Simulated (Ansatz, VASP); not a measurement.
## CsP2W2 in VASP and in Ansatz

Contents of INCAR:

```
PREC = Accurate
ENCUT = 600
EDIFF = 1E-6
ISMEAR = 0
SIGMA = 0.1
LREAL = F
LASPH = T
NELM = 60
ALGO = Normal
ISIF = 3
LWAVE = F
LCHARG = F
GGA = PE
IBRION = 2
NSW = 90
EDIFFG = -0.04
```

Contents of KPOINTS:

```
Automatic mesh
0
Gamma
  6 6 6
```

POSCAR

```
CsP2W2
1.0
   -2.2850132500      2.2850132500      5.6619051200
    2.2850132500     -2.2850132500      5.6619051200
    2.2850132500      2.2850132500     -5.6619051200
Cs P W
1 2 2
Direct
    0.0000000000      0.0000000000      0.0000000000
    0.7500000000      0.2500000000      0.5000000000
    0.2500000000      0.7500000000      0.5000000000
    0.3750000000      0.3750000000      0.0000000000
    0.6250000000      0.6250000000      0.0000000000
```

Input for Ansatz:

```yaml
crystal:
  lattice:
    - [-2.28501325, 2.28501325, 5.66190512]
    - [2.28501325, -2.28501325, 5.66190512]
    - [2.28501325, 2.28501325, -5.66190512]
  atoms:
    - { symbol: Cs, position: [0.0, 0.0, 0.0] }
    - { symbol: P, position: [0.75, 0.25, 0.5] }
    - { symbol: P, position: [0.25, 0.75, 0.5] }
    - { symbol: W, position: [0.375, 0.375, 0.0] }
    - { symbol: W, position: [0.625, 0.625, 0.0] }
basis:
  ecutwfc: 420
kpoints:
  mp_grid: { grid: [6, 6, 6] }
hamiltonian:
  xc: pbe
scf:
  occupations: { method: gaussian, width: 0.1 }
  lower_state_search: "off"
output:
  forces: true
  stress: true
  eigenvalues: true
relax:
  adjacent_minimum: "off"
  f_tol: 0.04
  max_steps: 70
  cell: { stress_tol: 0.4 }
```

Change from the starting cell: species swapped into the YbGe2Rh2 type (I4/mmm, No. 139).

Alike in both runs: task relaxation of cell and atoms; functional PBE; k mesh 6 × 6 × 6; occupations gaussian, width 0.1 eV; no spin polarisation.

```csv
,VASP,Ansatz
version,VASP 6.6.1,Ansatz 0.2.0
potentials or method,"VASP PAW PBE potentials, release 64 (Cs_sv, P, W_sv), cutoff 600 eV","scalar-relativistic, plane waves, PAW"
valence electrons in the cell,47,47
```

|  | VASP | Ansatz | Ansatz less VASP |
| --- | --- | --- | --- |
| gap on the k mesh at the Fermi level, each at its own relaxed structure (eV) | none | none | - |
| relaxed volume (Å³/atom) | 20.89 | 20.81 | -0.089 |
| relaxed length of the cell vector where the two differ most in proportion (Å) | 5.611 | 5.598 | -0.0129 |

A gap of «none» marks a metal or a gap that the smearing closes.

Spin-orbit coupling is off throughout.
